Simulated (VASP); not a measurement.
# BaS (Fm-3m) in VASP: further runs

Runs on BaS. Level: PBE. Tasks: single point.

All numbers are computed with VASP 6.6.1; they aren't measurements. Logs are shortened: lines on timing, memory, paths and dates and some standing lists are left out, and cuts for length are marked.

### Step 1. The cell of the first run

Symmetry: Fm-3m, No. 225, cubic system. Conventional cell: a = 6.308 Å, b = 6.308 Å, c = 6.308 Å, α = 90.00°, β = 90.00°, γ = 90.00°. Within 4.2 Å of Ba (site symmetry m-3m) lie 6 S at 3.15 Å. Within 4.2 Å of S (site symmetry m-3m) lie 6 Ba at 3.15 Å.

### Step 2. Single point, PBE (volume scaled by 0.945)

The input, INCAR:

```
PREC     = Accurate       # precision mode
ENCUT    = 520            # plane-wave cutoff, eV
EDIFF    = 1E-6           # SCF threshold, eV
ISMEAR   = 0              # smearing method
SIGMA    = 0.05           # smearing width, eV
LREAL    = False          # projectors in reciprocal space
LASPH    = True           # aspherical terms in the spheres
NELM     = 100            # most SCF steps
ALGO     = Normal         # electronic algorithm
ISIF     = 2              # what is computed and relaxed
LWAVE    = False          # write WAVECAR
LCHARG   = False          # write CHGCAR
GGA      = PE             # functional
NBANDS   = 15             # bands
```

The input, KPOINTS:

```
regular mesh
0
Gamma
  10 10 10
```

The input, POSCAR:

```
BaS
1.0
    0.0000000000      3.1541626233      3.1541626233
    3.1541626233      0.0000000000      3.1541626233
    3.1541626233      3.1541626233      0.0000000000
Ba S
1 1
Direct
    0.5000000000      0.5000000000      0.5000000000
    0.0000000000      0.0000000000      0.0000000000
```

Potentials or basis: VASP PAW PBE potentials, release 64 (Ba_sv, S).

Command:

```console
cat potpaw_PBE.64/Ba_sv/POTCAR potpaw_PBE.64/S/POTCAR > POTCAR
mpirun -np 1 vasp_std > vasp.out
```

OUTCAR:

```text
PREC = Accurate
   ENCUT = 520
   EDIFF = 1E-6
   ISMEAR = 0
   LREAL = False
   LASPH = True
   NELM = 100
   ISIF = 2
   GGA = PE

 ion  position               nearest neighbor table
   1  0.500  0.500  0.500-   2 3.15   2 3.15   2 3.15   2 3.15   2 3.15   2 3.15
   2  0.000  0.000  0.000-   1 3.15   1 3.15   1 3.15   1 3.15   1 3.15   1 3.15

  LATTYP: Found a face centered cubic cell.
 ALAT       =     6.3083252466

  Lattice vectors:

 A1 = (   0.0000000000,   3.1541626233,   3.1541626233)
 A2 = (   3.1541626233,   0.0000000000,   3.1541626233)
 A3 = (   3.1541626233,   3.1541626233,   0.0000000000)

Analysis of symmetry for initial positions (statically):
=====================================================================
 Subroutine PRICEL returns:
 Original cell was already a primitive cell.

 Routine SETGRP: Setting up the symmetry group for a
 face centered cubic supercell.

 Subroutine GETGRP returns: Found 48 space group operations
 (whereof 48 operations were pure point group operations)
 out of a pool of 48 trial point group operations.

The static configuration has the point symmetry O_h .

Analysis of symmetry for dynamics (positions and initial velocities):
=====================================================================
 Subroutine PRICEL returns:
 Original cell was already a primitive cell.

 Routine SETGRP: Setting up the symmetry group for a
 face centered cubic supercell.

 Subroutine GETGRP returns: Found 48 space group operations
 (whereof 48 operations were pure point group operations)
 out of a pool of 48 trial point group operations.

The dynamic configuration has the point symmetry O_h .

 Subroutine INISYM returns: Found 48 space group operations
 (whereof 48 operations are pure point group operations),
 and found     1 'primitive' translations

----------------------------------------------------------------------------------------

                                     Primitive cell

  volume of cell :      62.7599

  direct lattice vectors                    reciprocal lattice vectors
     0.000000000  3.154162623  3.154162623    -0.158520679  0.158520679  0.158520679
     3.154162623  0.000000000  3.154162623     0.158520679 -0.158520679  0.158520679
     3.154162623  3.154162623  0.000000000     0.158520679  0.158520679 -0.158520679

  length of vectors
     4.460659560  4.460659560  4.460659560     0.274565870  0.274565870  0.274565870

  position of ions in fractional coordinates (direct lattice)
     0.500000000  0.500000000  0.500000000
     0.000000000  0.000000000  0.000000000

  ion indices of the primitive-cell ions
   primitive index   ion index
                 1           1
                 2           2

----------------------------------------------------------------------------------------

 KPOINTS: regular mesh

Automatic generation of k-mesh.
 Grid dimensions read from file:
 generate k-points for:   10   10   10

 Generating k-lattice:

  Cartesian coordinates                     Fractional coordinates (reciprocal lattice)
    -0.015852068  0.015852068  0.015852068     0.100000000  0.000000000  0.000000000
     0.015852068 -0.015852068  0.015852068     0.000000000  0.100000000  0.000000000
     0.015852068  0.015852068 -0.015852068     0.000000000  0.000000000  0.100000000

  Length of vectors
     0.027456587  0.027456587  0.027456587

  Shift w.r.t. Gamma in fractional coordinates (k-lattice)
     0.000000000  0.000000000  0.000000000

 Subroutine IBZKPT returns following result:
 ===========================================

 Found     47 irreducible k-points:

 Following reciprocal coordinates:
            Coordinates               Weight
  0.000000  0.000000  0.000000      1.000000
  0.100000  0.000000  0.000000      8.000000
  0.200000  0.000000  0.000000      8.000000
  0.300000  0.000000  0.000000      8.000000
  0.400000  0.000000  0.000000      8.000000
  0.500000  0.000000  0.000000      4.000000
[... 16 lines left out ...]
  0.300000  0.300000  0.000000      6.000000
  0.400000  0.300000  0.000000     24.000000
 [... further k-points ...]
   k-points           NKPTS =     47   k-points in BZ     NKDIM =     47   number of bands    NBANDS=     15
   number of dos      NEDOS =    301   number of ions     NIONS =      2
   total plane-waves  NPLWV =  46656
   dimension x,y,z NGX =    36 NGY =   36 NGZ =   36
   dimension x,y,z NGXF=    72 NGYF=   72 NGZF=   72
   ions per type =               1   1
   NGX,Y,Z   is equivalent  to a cutoff of  13.42, 13.42, 13.42 a.u.
   NGXF,Y,Z  is equivalent  to a cutoff of  26.83, 26.83, 26.83 a.u.
 SYSTEM =  unknown system
   PREC   = accura    normal or accurate (medium, high low for compatibility)
   ISTART =      0    job   : 0-new  1-cont  2-samecut
   ICHARG =      2    charge: 1-file 2-atom 10-const
   ISPIN  =      1    spin polarized calculation?
   LNONCOLLINEAR =      F non collinear calculations
   LSORBIT =      F    spin-orbit coupling
   LASPH  =      T    aspherical Exc in radial PAW
   ENCUT  =  520.0 eV  38.22 Ry    6.18 a.u.   8.29  8.29  8.29*2*pi/ulx,y,z
   NELM   =    100;   NELMIN=  2; NELMDL= -5     # of ELM steps
   EDIFF  = 0.1E-05   stopping-criterion for ELM
   LREAL  =      F    real-space projection
[... 7 lines left out ...]
   TEBEG  =    0.0;   TEEND  =   0.0 temperature during run
   PSTRESS=    0.0 pullay stress
   NELECT =      16.0000    total number of electrons
   NUPDOWN=      -1.0000    fix difference up-down
   EMIN   =  10.00;   EMAX   =-10.00  energy-range for DOS
   EFERMI =   0.00;   METHOD = LEGACY
   ISMEAR =     0;   SIGMA  =   0.05  broadening in eV -4-tet -1-fermi 0-gaus
   EFERMI_NEDOS =   21; number of points for ismear=-14 and -15
   IALGO  =     38    algorithm
   IMIX   =      4    mixing-type and parameters
     AMIX     =   0.40;   BMIX     =  1.00
     AMIX_MAG =   1.60;   BMIX_MAG =  1.00
  volume/ion in A,a.u.               =      31.38       211.76
  Fermi-wavevector in a.u.,A,eV,Ry     =   1.038056  1.961641 14.661095  1.077560
  Thomas-Fermi vector in A             =   2.172522
   LORBIT       =      0    0 simple, 1 ext, 2 COOP (PROOUT), +10 PAW based schemes
   GGA     = PE    functional components
   LHFCALC =     F    Hartree Fock is set to
   AEXX    =    0.0000 exact exchange contribution
   IVDW    =     0    specifies the selected vdW correction
   LEPSILON=     F    determine dielectric tensor
   LRPA    =     F    only Hartree local field effects (RPA)
 non-spin polarized calculation
 Gauss-broadening in eV      SIGMA  =   0.05
  energy-cutoff  :      520.00
  volume of cell :       62.76
 maximum number of plane-waves:      1709
 NGX is ok and might be reduce to    36
   NGX = 17   NGY = 17   NGZ = 17

 number of electron      15.9999998 magnetization

 Free energy of the ion-electron system (eV)
  ---------------------------------------------------
  ext. energy  EPLUGINS =         0.00000000
  ---------------------------------------------------
  free energy    TOTEN  =       -10.14912459 eV

  energy without entropy =      -10.14912459  energy(sigma->0) =      -10.14912459

 E-fermi :   1.8621     XC(G=0):  -8.7826

 val. band max:        1.6532042708   @ k =   0.0000   0.0000   0.0000
 cond. band min:       3.6924318442   @ k =   0.5000   0.5000   0.0000
 fundamental gap:      2.0392275734
 Fermi energy:         1.8621340294

 k-point     1 :       0.0000    0.0000    0.0000
  band No.  band energies     occupation
      1     -24.3061      2.00000
      2      -9.3565      2.00000
      3      -9.3565      2.00000
      4      -9.3565      2.00000
      5      -8.7661      2.00000
      6       1.6532      2.00000
      7       1.6532      2.00000
      8       1.6532      2.00000
      9       5.4396      0.00000
     10       5.5229      0.00000
     11       5.5229      0.00000
     12       5.5229      0.00000
     13       6.4888      0.00000
     14       6.4888      0.00000
     15      10.4502      0.00000

 k-point     2 :       0.1000    0.0000    0.0000
  band No.  band energies     occupation
      1     -24.3009      2.00000
      2      -9.6369      2.00000
      3      -9.3606      2.00000
      4      -9.3606      2.00000
      5      -8.4771      2.00000
      6       1.3661      2.00000
      7       1.5012      2.00000
      8       1.5012      2.00000
      9       5.5272      0.00000
     10       5.6804      0.00000
     11       5.6804      0.00000
     12       5.8457      0.00000
     13       6.8042      0.00000
     14       6.8042      0.00000
     15      10.8754      0.00000

 k-point     3 :       0.2000    0.0000    0.0000
  band No.  band energies     occupation
      1     -24.2875      2.00000
      2     -10.0421      2.00000
      3      -9.3713      2.00000
      4      -9.3713      2.00000
      5      -8.0482      2.00000
      6       0.7669      2.00000
      7       1.1611      2.00000
      8       1.1611      2.00000
      9       5.6446      0.00000
     10       6.1294      0.00000
     11       6.1294      0.00000
     12       6.7604      0.00000
     13       7.6361      0.00000
     14       7.6361      0.00000
     15      11.9559      0.00000
[... 343 lines left out ...]
 k-point    23 :       0.3000    0.3000    0.0000
  band No.  band energies     occupation
      1     -24.2600      2.00000
      2     -10.0984      2.00000
      3      -9.5011      2.00000
      4      -9.5011      2.00000
      5      -8.1301      2.00000
      6       0.3743      2.00000
      7       1.4864      2.00000
      8       1.4864      2.00000
      9       4.1606      0.00000
     10       6.8575      0.00000
     11       7.1963      0.00000
     12       8.1319      0.00000
     13       8.1319      0.00000
     14      10.6684      0.00000
     15      12.3974      0.00000

 k-point    24 :       0.4000    0.3000    0.0000
  band No.  band energies     occupation
      1     -24.2495      2.00000
      2     -10.1296      2.00000
      3      -9.5508      2.00000
      4      -9.5221      2.00000
      5      -8.1822      2.00000
      6       0.5574      2.00000
      7       1.3191      2.00000
      8       1.3851      2.00000
      9       4.1821      0.00000
     10       7.4204      0.00000
     11       7.6387      0.00000
     12       8.6243      0.00000
     13       8.6918      0.00000
     14      10.6841      0.00000
     15      11.0710      0.00000

 [... further k-points ...]
[... 5 lines left out ...]
  --------------------------------------------------------------------------------------
  -------------------------------------------------------------------------------------
  Total        1.3167633      1.3167633      1.3167633     -0.0000000      0.0000000      0.0000000
  in kB       33.6152286     33.6152286     33.6152286     -0.0000000      0.0000000      0.0000000
  external PRESSURE =      33.6152286 kB  Pullay stress =       0.0000000 kB

 VOLUME and BASIS-vectors are now :
 -----------------------------------------------------------------------------
  energy-cutoff  :      520.00
  volume of cell :       62.76
      direct lattice vectors                 reciprocal lattice vectors
     0.000000000  3.154162623  3.154162623    -0.158520679  0.158520679  0.158520679
     3.154162623  0.000000000  3.154162623     0.158520679 -0.158520679  0.158520679
     3.154162623  3.154162623  0.000000000     0.158520679  0.158520679 -0.158520679

 POSITION                                       TOTAL-FORCE (eV/Angst)
 -----------------------------------------------------------------------------------
      3.15416      3.15416      3.15416        -0.000000     -0.000000     -0.000000
      0.00000      0.00000      0.00000         0.000000      0.000000      0.000000
 -----------------------------------------------------------------------------------
    total drift:                                0.000000      0.000000      0.000000

  FREE ENERGIE OF THE ION-ELECTRON SYSTEM (eV)
  ---------------------------------------------------
  free  energy   TOTEN  =       -10.1491245901 eV

  energy  without entropy=      -10.1491245901  energy(sigma->0) =      -10.14912459
```

It took 51 s on 1 thread of AMD EPYC 7R43 (Zen 3), shared host; peak memory 0.19 GiB.

Results:

* Free energy: -10.1491 eV
* Pressure: 3.4 GPa
* Band gap on the k mesh: 2.04 eV, indirect (least direct gap 2.15 eV)

Caveat: spin-orbit coupling is left out, which moves the levels of the heavy elements.

[end of part 1 of 3]
